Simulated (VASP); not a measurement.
# Si20H10S in VASP: further runs

The runs below take Si20H10S through single point, with PBEsol.

Everything below comes from runs of VASP 6.6.1. Logs are shortened: lines on timing, memory, paths and dates and some standing lists are left out, and cuts for length are marked.

## Step 1: The cell of the first run

The cell holds a slab with vacuum, 31 atoms: a = 7.679 Å, b = 7.679 Å, c = 18.256 Å, α = 90.00°, β = 90.00°, γ = 90.00°.

## Step 2: Single point, PBEsol

INCAR reads:

```
PREC = Accurate ; ENCUT = 400
EDIFF = 1E-6 ; ISMEAR = -1
SIGMA = 0.05 ; LREAL = Auto
LASPH = True ; NELM = 120
ALGO = Normal ; ISIF = 2
LWAVE = False ; LCHARG = True
GGA = PS ; LELF = True
LVHAR = True ; NBANDS = 69
GGA_COMPAT = False ; NELMDL = -8
```

KPOINTS reads:

```
Automatic mesh
0
Gamma
  1 1 1
```

POSCAR reads:

```
Si20H10S
1.0
    7.6791800000      0.0000000000      0.0000000000
    0.0000000000      7.6791800000      0.0000000000
    0.0000000000      0.0000000000     18.2555000000
H Si S
10 20 1
Direct
    0.4093926695      0.0000000000      0.0547780121
    0.0906086327      0.0000000000      0.0547780121
    0.9093939718      0.0000000000      0.0547780121
    0.5906099349      0.0000000000      0.0547780121
    0.4093926695      0.5000013022      0.0547780121
    0.0906086327      0.5000013022      0.0547780121
    0.9093939718      0.5000013022      0.0547780121
    0.5906099349      0.5000013022      0.0547780121
    0.4607262755     -0.0127487570      0.5040617896
    0.2101526465     -0.0100140900      0.4867628934
    0.2500006511      0.0000000000      0.1021883816
    0.7500019533      0.0000000000      0.1021883816
    0.2500006511      0.5000013022      0.1021883816
    0.7500019533      0.5000013022      0.1021883816
    0.2930130561      0.2388015387      0.1763851990
    0.7671391998      0.2373690941      0.1631782203
    0.2677759865      0.7557707984      0.1761003533
    0.7640268883      0.7642091994      0.1768234231
    0.0070320008      0.2256751372      0.2293884035
    0.5495508635      0.2822957660      0.2386732765
    0.0126966681      0.7372401741      0.2364547671
    0.5164483708      0.8021950260      0.2622387774
    0.0016277780     -0.0132696460      0.3171482567
    0.5019806802      0.0595115624      0.3255402481
   -0.0278936032      0.5101195701      0.2989290899
    0.3855359557      0.5117082814      0.3389992057
    0.2352204272      0.1578684182      0.3081865739
    0.7643263994      0.1784305095      0.3293692312
    0.1486096172      0.3665495535      0.3999506998
    0.7027443034      0.4825775669      0.3187094300
    0.3257509265     -0.0433249383      0.5480759223
```

Potentials or basis: VASP PAW PBE potentials, release 64 (H, Si, S).

Launch:

```sh
> cat potpaw_PBE.64/H/POTCAR potpaw_PBE.64/Si/POTCAR potpaw_PBE.64/S/POTCAR > POTCAR
> mpirun -np 1 vasp_gam > vasp.out
```

OUTCAR:

```text
PREC = Accurate
   ENCUT = 400
   EDIFF = 1E-6
   ISMEAR = -1
   LREAL = Auto
   LASPH = True
   NELM = 120
   ISIF = 2
   GGA = PS
   NELMDL = -8

 ion  position               nearest neighbor table
   1  0.409  0.000  0.055-  11 1.50
   2  0.091  0.000  0.055-  11 1.50
   3  0.909  0.000  0.055-  12 1.50
   4  0.591  0.000  0.055-  12 1.50
   5  0.409  0.500  0.055-  13 1.50
   6  0.091  0.500  0.055-  13 1.50
   7  0.909  0.500  0.055-  14 1.50
   8  0.591  0.500  0.055-  14 1.50
   9  0.461  0.987  0.504-  31 1.33
  10  0.210  0.990  0.487-  31 1.45
  11  0.250  0.000  0.102-   1 1.50   2 1.50  15 2.30  17 2.31
  12  0.750  0.000  0.102-   4 1.50   3 1.50  16 2.14  18 2.27
  13  0.250  0.500  0.102-   5 1.50   6 1.50  17 2.39  15 2.44
  14  0.750  0.500  0.102-   8 1.50   7 1.50  16 2.31  18 2.45
  15  0.293  0.239  0.176-  20 2.30  11 2.30  19 2.40  13 2.44  27 2.52
  16  0.767  0.237  0.163-  12 2.14  20 2.19  19 2.21  14 2.31  28 3.07
  17  0.268  0.756  0.176-  21 2.25  11 2.31  13 2.39  22 2.50
  18  0.764  0.764  0.177-  21 2.21  12 2.27  14 2.45  22 2.48
  19  0.007  0.226  0.229-  16 2.21  27 2.33  15 2.40  23 2.44  25 2.54  28 2.63
  20  0.550  0.282  0.239-  16 2.19  15 2.30  24 2.36  30 2.43  28 2.47  26 2.84  27 2.89
  21  0.013  0.737  0.236-  25 2.11  18 2.21  17 2.25  23 2.42
  22  0.516  0.802  0.262-  24 2.29  18 2.48  17 2.50  26 2.82  30 3.02
  23  0.002  0.987  0.317-  27 2.23  28 2.35  21 2.42  19 2.44
  24  0.502  0.060  0.326-  27 2.21  28 2.21  22 2.29  20 2.36
  25  0.972  0.510  0.299-  21 2.11  30 2.11  29 2.54  19 2.54  28 3.06
  26  0.386  0.512  0.339-  29 2.41  30 2.47  22 2.82  20 2.84  27 3.01
  27  0.235  0.158  0.308-  24 2.21  23 2.23  19 2.33  29 2.41  15 2.52  20 2.89  26 3.01
  28  0.764  0.178  0.329-  24 2.21  23 2.35  30 2.39  20 2.47  19 2.63  25 3.06  16 3.07
  29  0.149  0.367  0.400-  26 2.41  27 2.41  25 2.54
  30  0.703  0.483  0.319-  25 2.11  28 2.39  20 2.43  26 2.47  22 3.02
  31  0.326  0.957  0.548-   9 1.33  10 1.45

  LATTYP: Found a simple tetragonal cell.
 ALAT       =     7.6791800000
 C/A-ratio  =     2.3772720525

  Lattice vectors:

 A1 = (   7.6791800000,   0.0000000000,   0.0000000000)
 A2 = (   0.0000000000,   7.6791800000,   0.0000000000)
 A3 = (   0.0000000000,   0.0000000000,  18.2555000000)

Analysis of symmetry for initial positions (statically):
=====================================================================
 Subroutine PRICEL returns:
 Original cell was already a primitive cell.

 Routine SETGRP: Setting up the symmetry group for a
 simple tetragonal supercell.

 Subroutine GETGRP returns: Found  1 space group operations
 (whereof  1 operations were pure point group operations)
 out of a pool of 16 trial point group operations.

The static configuration has the point symmetry C_1 .

Analysis of symmetry for dynamics (positions and initial velocities):
=====================================================================
 Subroutine PRICEL returns:
 Original cell was already a primitive cell.

 Routine SETGRP: Setting up the symmetry group for a
 simple tetragonal supercell.

 Subroutine GETGRP returns: Found  1 space group operations
 (whereof  1 operations were pure point group operations)
 out of a pool of 16 trial point group operations.

The dynamic configuration has the point symmetry C_1 .

 Subroutine INISYM returns: Found  1 space group operations
 (whereof  1 operations are pure point group operations),
 and found     1 'primitive' translations

----------------------------------------------------------------------------------------

                                     Primitive cell

  volume of cell :    1076.5233

  direct lattice vectors                    reciprocal lattice vectors
     7.679180000  0.000000000  0.000000000     0.130222237  0.000000000  0.000000000
     0.000000000  7.679180000  0.000000000     0.000000000  0.130222237  0.000000000
     0.000000000  0.000000000 18.255500000     0.000000000  0.000000000  0.054778012

  length of vectors
     7.679180000  7.679180000 18.255500000     0.130222237  0.130222237  0.054778012

  position of ions in fractional coordinates (direct lattice)
     0.409392670  0.000000000  0.054778012
     0.090608633  0.000000000  0.054778012
     0.909393972  0.000000000  0.054778012
     0.590609935  0.000000000  0.054778012
     0.409392670  0.500001302  0.054778012
     0.090608633  0.500001302  0.054778012
[... 23 lines left out ...]
     0.702744303  0.482577567  0.318709430
     0.325750926  0.956675062  0.548075922

  ion indices of the primitive-cell ions
   primitive index   ion index
                 1           1
                 2           2
                 3           3
                 4           4
                 5           5
                 6           6
[... 23 lines left out ...]
                30          30
                31          31

----------------------------------------------------------------------------------------

 KPOINTS: Automatic mesh

Automatic generation of k-mesh.
 Grid dimensions read from file:
 generate k-points for:    1    1    1

 Generating k-lattice:

  Cartesian coordinates                     Fractional coordinates (reciprocal lattice)
     0.130222237  0.000000000  0.000000000     1.000000000  0.000000000  0.000000000
     0.000000000  0.130222237  0.000000000     0.000000000  1.000000000  0.000000000
     0.000000000  0.000000000  0.054778012     0.000000000  0.000000000  1.000000000

  Length of vectors
     0.130222237  0.130222237  0.054778012

  Shift w.r.t. Gamma in fractional coordinates (k-lattice)
     0.000000000  0.000000000  0.000000000

 Subroutine IBZKPT returns following result:
 ===========================================

 Found      1 irreducible k-points:

 Following reciprocal coordinates:
            Coordinates               Weight
  0.000000  0.000000  0.000000      1.000000
   k-points           NKPTS =      1   k-points in BZ     NKDIM =      1   number of bands    NBANDS=     69
   number of dos      NEDOS =    301   number of ions     NIONS =     31
   total plane-waves  NPLWV = 300000
   dimension x,y,z NGX =    50 NGY =   50 NGZ =  120
   dimension x,y,z NGXF=   100 NGYF=  100 NGZF=  240
   ions per type =              10  20   1
   NGX,Y,Z   is equivalent  to a cutoff of  10.82, 10.82, 10.93 a.u.
   NGXF,Y,Z  is equivalent  to a cutoff of  21.65, 21.65, 21.86 a.u.
 SYSTEM =  unknown system
   PREC   = accura    normal or accurate (medium, high low for compatibility)
   ISTART =      0    job   : 0-new  1-cont  2-samecut
   ICHARG =      2    charge: 1-file 2-atom 10-const
   ISPIN  =      1    spin polarized calculation?
   LNONCOLLINEAR =      F non collinear calculations
   LSORBIT =      F    spin-orbit coupling
   LASPH  =      T    aspherical Exc in radial PAW
   ENCUT  =  400.0 eV  29.40 Ry    5.42 a.u.  12.52 12.52 29.77*2*pi/ulx,y,z
   NELM   =    120;   NELMIN=  2; NELMDL= -8     # of ELM steps
   EDIFF  = 0.1E-05   stopping-criterion for ELM
   LREAL  =      T    real-space projection
   EDIFFG = 0.1E-04   stopping-criterion for IOM
   NSW    =      0    number of steps for IOM
   IBRION =     -1    ionic relax: 0-MD 1-quasi-New 2-CG
   NFREE  =      0    steps in history (QN), initial steepest desc. (CG)
   ISIF   =      2    stress and relaxation
   ISYM   =      2    0-nonsym 1-usesym 2-fastsym
   POTIM  = 0.5000    time-step for ionic-motion
   TEBEG  =    0.0;   TEEND  =   0.0 temperature during run
   PSTRESS=    0.0 pullay stress
   NELECT =      96.0000    total number of electrons
   NUPDOWN=      -1.0000    fix difference up-down
   EMIN   =  10.00;   EMAX   =-10.00  energy-range for DOS
   EFERMI =   0.00;   METHOD = LEGACY
   ISMEAR =    -1;   SIGMA  =   0.05  broadening in eV -4-tet -1-fermi 0-gaus
   EFERMI_NEDOS =   21; number of points for ismear=-14 and -15
   IALGO  =     38    algorithm
   IMIX   =      4    mixing-type and parameters
     AMIX     =   0.40;   BMIX     =  1.00
     AMIX_MAG =   1.60;   BMIX_MAG =  1.00
  volume/ion in A,a.u.               =      34.73       234.35
  Fermi-wavevector in a.u.,A,eV,Ry     =   0.731404  1.382153  7.278465  0.534952
  Thomas-Fermi vector in A             =   1.823613
   LORBIT       =      0    0 simple, 1 ext, 2 COOP (PROOUT), +10 PAW based schemes
   GGA     = PS    functional components
   LHFCALC =     F    Hartree Fock is set to
   AEXX    =    0.0000 exact exchange contribution
   IVDW    =     0    specifies the selected vdW correction
   LEPSILON=     F    determine dielectric tensor
   LRPA    =     F    only Hartree local field effects (RPA)
 non-spin polarized calculation
  energy-cutoff  :      400.00
  volume of cell :     1076.52
 maximum number of plane-waves:      9798
 NGX is ok and might be reduce to    50
   NGX = 25   NGY = 25   NGZ = 59

 number of electron      95.9999969 magnetization

 Free energy of the ion-electron system (eV)
  ---------------------------------------------------
  ext. energy  EPLUGINS =         0.00000000
  ---------------------------------------------------
  free energy    TOTEN  =      -135.19273244 eV

  energy without entropy =     -135.15970733  energy(sigma->0) =     -135.17621988

 E-fermi :  -0.2467     XC(G=0):  -4.7977

 val. band max:       -0.4070391295   @ k =   0.0000   0.0000   0.0000
 cond. band min:      -0.0861220515   @ k =   0.0000   0.0000   0.0000
 fundamental gap:      0.3209170781
 Fermi energy:        -0.2467117007

 k-point     1 :       0.0000    0.0000    0.0000
  band No.  band energies     occupation
      1     -14.1116      2.00000
      2     -13.1017      2.00000
      3     -11.2597      2.00000
      4     -11.0717      2.00000
      5     -10.8647      2.00000
      6     -10.5424      2.00000
[... 52 lines left out ...]
     59       1.8260      0.00000
     60       1.9156      0.00000
 [bands above 60 left out]

------------------------ aborting loop because EDIFF is reached ----------------------------------------

  FORCE on cell =-STRESS in cart. coord.  units (eV):
  Direction    XX          YY          ZZ          XY          YZ          ZX
  --------------------------------------------------------------------------------------
  -------------------------------------------------------------------------------------
  Total       47.0456781     16.6969754     -1.7645201      3.5655425     -2.2702515      4.4420817
  in kB       70.0175464     24.8499181     -2.6261152      5.3065562     -3.3787894      6.6110995
  external PRESSURE =      30.7471164 kB  Pullay stress =       0.0000000 kB

 VOLUME and BASIS-vectors are now :
 -----------------------------------------------------------------------------
  energy-cutoff  :      400.00
  volume of cell :     1076.52
      direct lattice vectors                 reciprocal lattice vectors
     7.679180000  0.000000000  0.000000000     0.130222237  0.000000000  0.000000000
     0.000000000  7.679180000  0.000000000     0.000000000  0.130222237  0.000000000
     0.000000000  0.000000000 18.255500000     0.000000000  0.000000000  0.054778012

 POSITION                                       TOTAL-FORCE (eV/Angst)
 -----------------------------------------------------------------------------------
      3.14380      0.00000      1.00000        -0.697954      0.014298     -0.162770
      0.69580      0.00000      1.00000         0.533825      0.177084     -0.003279
      6.98340      0.00000      1.00000        -0.460114     -0.102698     -0.201459
      4.53540      0.00000      1.00000         0.615868     -0.198516     -0.042883
      3.14380      3.83960      1.00000        -0.662476     -0.073990     -0.129834
      0.69580      3.83960      1.00000         0.582427     -0.001916      0.267022
[... 23 lines left out ...]
      5.39650      3.70580      5.81820        -3.553699     -0.317653      0.524884
      2.50150      7.34648     10.00540        -1.576570      0.239335     -1.237180
 -----------------------------------------------------------------------------------
    total drift:                                0.000364      0.003178      0.003110

  FREE ENERGIE OF THE ION-ELECTRON SYSTEM (eV)
  ---------------------------------------------------
  free  energy   TOTEN  =      -135.1927324369 eV

  energy  without entropy=     -135.1597073322  energy(sigma->0) =     -135.17621988
```

It took 4.9 min on 1 thread of Intel Xeon 8259CL, shared host; peak memory 0.62 GiB.

Results:

| Item | Value |
| --- | --- |
| Free energy | -135.1927 eV |
| Largest force | 3.823 eV/Å |

Forces on the atoms (eV/Å):
```
H   -0.698  0.014 -0.163
H    0.534  0.177 -0.003
H   -0.460 -0.103 -0.201
H    0.616 -0.199 -0.043
H   -0.662 -0.074 -0.130
H    0.582 -0.002  0.267
H   -0.671  0.176 -0.129
H    0.602 -0.010  0.038
H    0.523  0.107 -0.294
H    1.026 -0.323  1.419
Si   0.303 -0.380  0.199
Si  -0.391 -1.253 -1.396
Si   0.685 -0.154  0.951
Si   0.177  0.692  0.255
Si  -1.467  0.841 -0.077
Si   0.013  1.666 -0.106
Si   0.864 -0.083 -0.246
Si  -1.859 -1.284 -0.074
Si  -0.246  1.709 -0.042
Si  -0.932  0.438  0.744
Si   0.936  2.813  0.249
Si  -0.720 -1.702 -0.866
Si  -0.671 -0.539  0.164
Si   0.565 -0.592  0.075
Si   2.052 -3.104  0.879
Si   2.238  0.673 -0.199
Si   0.925  0.518  0.448
Si   0.689 -0.709 -0.047
Si   0.575  0.764 -0.960
Si  -3.554 -0.318  0.525
S   -1.577  0.239 -1.237
```

Caveat: the k points lie up to 0.82 Å⁻¹ apart; the atoms stand as in a frame of molecular dynamics; the PAW data sets were made with another functional, which shifts forces and pressure a little.

## Step 3: Single point, PBEsol

INCAR reads:

```
SYSTEM = Si20H10S
ALGO = Normal
EDIFF = 1E-6
ENCUT = 400
GGA = PS
GGA_COMPAT = .FALSE.
ISIF = 2
ISMEAR = -1
LASPH = .TRUE.
LCHARG = .FALSE.
LREAL = Auto
LWAVE = .FALSE.
NBANDS = 69
NELM = 120
NELMDL = -8
PREC = Accurate
SIGMA = 0.05
```

KPOINTS reads:

```
k-points
0
G
  1 1 1
  0 0 0
```

POSCAR reads:

```
Si20H10S
1.0
    7.6791800000      0.0000000000      0.0000000000
    0.0000000000      7.6791800000      0.0000000000
    0.0000000000      0.0000000000     18.2555000000
H Si S
10 20 1
Direct
    0.4093926695      0.0000000000      0.0547780121
    0.0906086327      0.0000000000      0.0547780121
    0.9093939718      0.0000000000      0.0547780121
    0.5906099349      0.0000000000      0.0547780121
    0.4093926695      0.5000013022      0.0547780121
    0.0906086327      0.5000013022      0.0547780121
    0.9093939718      0.5000013022      0.0547780121
    0.5906099349      0.5000013022      0.0547780121
    0.2367179829      0.0470883610      0.6127577990
    0.4043140023     -0.1547430845      0.6540165977
    0.2500006511      0.0000000000      0.1021883816
    0.7500019533      0.0000000000      0.1021883816
    0.2500006511      0.5000013022      0.1021883816
    0.7500019533      0.5000013022      0.1021883816
    0.2491802510      0.2559648296      0.1689682561
    0.7568776875      0.2632572749      0.1628824190
    0.2541807849      0.7557838207      0.1788063871
    0.7262884839      0.7339064848      0.1723699707
    0.0035420449      0.2043707792      0.2165429597
    0.5178417487      0.2730630093      0.2439976993
   -0.0001041778      0.7398706633      0.2406836296
    0.5109399702      0.7964392031      0.2562405850
   -0.0106782235     -0.0491588946      0.3323546329
    0.5556322420      0.0537948062      0.3217496097
   -0.0132696460      0.4555564526      0.2902905974
    0.4189119151      0.4924744569      0.3545835502
    0.2520711847      0.1418771275      0.3110076415
    0.8391781414      0.2056860238      0.3219084659
    0.1719975310      0.3584627525      0.3888526745
    0.6834844345      0.5300435724      0.3073758593
    0.3499331960     -0.0807768538      0.5841143765
```

Potentials or basis: VASP PAW PBE potentials, release 64 (H, Si, S).

Launch:

```sh
> cat potpaw_PBE.64/H/POTCAR potpaw_PBE.64/Si/POTCAR potpaw_PBE.64/S/POTCAR > POTCAR
> mpirun -np 1 vasp_gam > vasp.out
```

Wall time 4.2 min (1 thread of Intel Xeon 8259CL, shared host); peak memory 0.62 GiB.

It converged, with:

```
Free energy   : -134.2221 eV
Largest force : 3.284 eV/Å
```

Forces on the atoms (eV/Å):
```
H   -0.627 -0.099 -0.057
H    0.743  0.073  0.006
H   -0.691 -0.148 -0.051
H    0.615 -0.027 -0.243
H   -0.633 -0.085  0.014
H    0.625  0.109  0.009
H   -0.642  0.330 -0.132
H    0.611 -0.221 -0.168
H    0.862 -0.994 -0.192
H   -0.772  0.991 -1.638
Si   0.333 -0.077 -0.164
Si  -0.507 -0.610 -0.219
Si  -0.012  1.316  0.063
Si  -0.045  0.969 -2.022
Si   3.135 -0.707  0.519
Si  -1.901 -2.328  1.323
Si   1.327  0.017 -0.248
Si   1.657  2.096  0.803
Si  -0.782 -0.609  1.002
Si   0.110  1.313 -1.279
Si  -1.121 -1.150  0.050
Si  -1.365 -1.019 -0.277
Si   0.959  1.009 -0.457
Si  -1.297 -0.269  0.542
Si   0.662  1.720  0.535
Si   1.005  0.311 -1.041
Si   1.162 -1.392 -0.334
Si  -2.388 -0.699  0.930
Si  -1.153  0.373  1.071
Si   0.222 -0.201 -0.154
S   -0.091  0.009  1.807
```

Levels at points of the mesh, in eV from the Fermi level:
| k point | band 46 | band 47 | band 48 | band 49 | band 50 | band 51 |
| --- | --- | --- | --- | --- | --- | --- |
| (0.00, 0.00, 0.00) | -0.60 | -0.40 | -0.15 | 0.15 | 0.49 | 0.68 |

Caveat: the k points lie up to 0.82 Å⁻¹ apart; the atoms stand as in a frame of molecular dynamics; the PAW data sets were made with another functional, which shifts forces and pressure a little.

(Part 1 of 2 ends here.)
